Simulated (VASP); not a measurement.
Set up this calculation in VASP 6.6.1, as the native input.

| Property | Result |
| --- | --- |
| Task | single point |
| Functional | PBEsol |
| Potentials or basis | VASP PAW PBE potentials, release 64 (Al, Ni) |
| Cutoff | 520 eV |
| k mesh | 8 × 10 × 4 |
| Occupations | gaussian, width 0.15 eV |
| Spin | no spin polarisation |
| Dipole correction | no |
| Further INCAR settings | LREAL = Auto; ALGO = Fast; EDIFF = 1e-06; NBANDS = 73 |

The structure of Al3Ni5 lies in POSCAR:

```
Al3Ni5
1.0
   -3.2933322760     -3.6919375971      0.0000000000
    0.0000000000      0.0000000000     -3.7203545651
    7.3329074650     -8.0495489242      0.0000000000
Al Ni
6 10
Direct
    0.5198314452      0.0000000000      0.8568841539
    0.5093280581      0.0000000000      0.4030500594
    0.7814512302      0.5000000000      0.0761483138
    0.7919546173      0.5000000000      0.5299824083
    0.2372048859      0.5000000000      0.7299518049
    0.2267014988      0.5000000000      0.2761177104
    0.0145797516      1.0000000000      0.6299671066
    0.0040763645      1.0000000000      0.1761330121
    0.5145797516      0.0000000000      0.6299671066
    0.5040763645      0.0000000000      0.1761330121
    1.0198314452      0.0000000000      0.8568841539
    1.0093280581      0.0000000000      0.4030500594
    0.7412438724      0.5000000000      0.7553330145
    0.7307404853      0.5000000000      0.3014989200
    0.2774122438      0.5000000000      0.0507671042
    0.2879156309      0.5000000000      0.5046011987
```

This cell differs from its parent crystal: the distance across one plane changed.

These files were run (other wordings do the same):

INCAR

```
SYSTEM = Al3Ni5
ALGO = Fast ; EDIFF = 1E-6
ENCUT = 520 ; GGA = PS
ISIF = 2 ; ISMEAR = 0
LASPH = .TRUE. ; LCHARG = .FALSE.
LREAL = Auto ; LWAVE = .FALSE.
NBANDS = 73 ; NELM = 80
PREC = Accurate ; SIGMA = 0.15
```

KPOINTS

```
k-points
0
G
  8 10 4
  0 0 0
```

Potentials or basis: VASP PAW PBE potentials, release 64 (Al, Ni).

The run is started by

```bash
$ cat potpaw_PBE.64/Al/POTCAR potpaw_PBE.64/Ni/POTCAR > POTCAR
$ mpirun -np 1 vasp_std > vasp.out
```

Results of the run:

- Pressure: -5.9 GPa
- Largest force: 1.463 eV/Å
- Band gap on the k mesh: zero (bands 59 and 60 overlap by 1.13 eV)

Caveat: the cell differs from its parent crystal (the distance across one plane changed); the cell stands under tension; the PAW data sets were made with another functional, which shifts forces and pressure a little.

Wall time 73 min on 1 thread of Oxide Virtual Turin-like Processor, with other jobs on the host, peak memory 0.92 GiB.
